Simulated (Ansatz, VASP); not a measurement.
K: VASP beside Ansatz

INCAR

```
PREC = Accurate
ENCUT = 520
EDIFF = 1E-7
ISMEAR = -1
SIGMA = 0.1
LREAL = False
LASPH = True
NELM = 60
ALGO = Normal
ISIF = 2
LWAVE = False
LCHARG = True
GGA = PE
LELF = True
LVHAR = True
NBANDS = 10
```

File KPOINTS:

```
regular mesh
0
Gamma
  10 10 10
```

File POSCAR:

```
K
1.0
    0.0000000000      2.8072346921      2.8072346921
    2.8072346921      0.0000000000      2.8072346921
    2.8072346921      2.8072346921      0.0000000000
K
1
Direct
    0.0000000000      0.0000000000      0.0000000000
```

Input for Ansatz:

```yaml
crystal:
  lattice:
    - [0.0, 2.8072346921, 2.8072346921]
    - [2.8072346921, 0.0, 2.8072346921]
    - [2.8072346921, 2.8072346921, 0.0]
  atoms:
    - { symbol: K, position: [0.0, 0.0, 0.0] }
kpoints:
  mp_grid: { grid: [10, 10, 10] }
scf:
  occupations: { method: fermi_dirac, width: 0.1 }
hamiltonian:
  xc: pbe
  pseudopotentials: { kind: all_electron, lapw: { basis_error: 0.001 } }
output:
  forces: true
  stress: true
  eigenvalues: true
  populations: true
```

Change from the starting cell: volume scaled by 0.6, LAPW.

Alike in both runs: task single point; functional PBE; k mesh 10 × 10 × 10; occupations fermi-dirac, width 0.1 eV; no spin polarisation.

|  | VASP | Ansatz |
| --- | --- | --- |
| version | VASP 6.6.1 | Ansatz 0.2.0 |
| potentials or method | VASP PAW PBE potentials, release 64 (K_sv), cutoff 520 eV | all-electron LAPW, scalar-relativistic |

|  | VASP | Ansatz | Ansatz less VASP |
| --- | --- | --- | --- |
| pressure (GPa) | 4.8 | 4.8 | +0.01 |

Ansatz ran all-electron here, and VASP with PAW potentials.
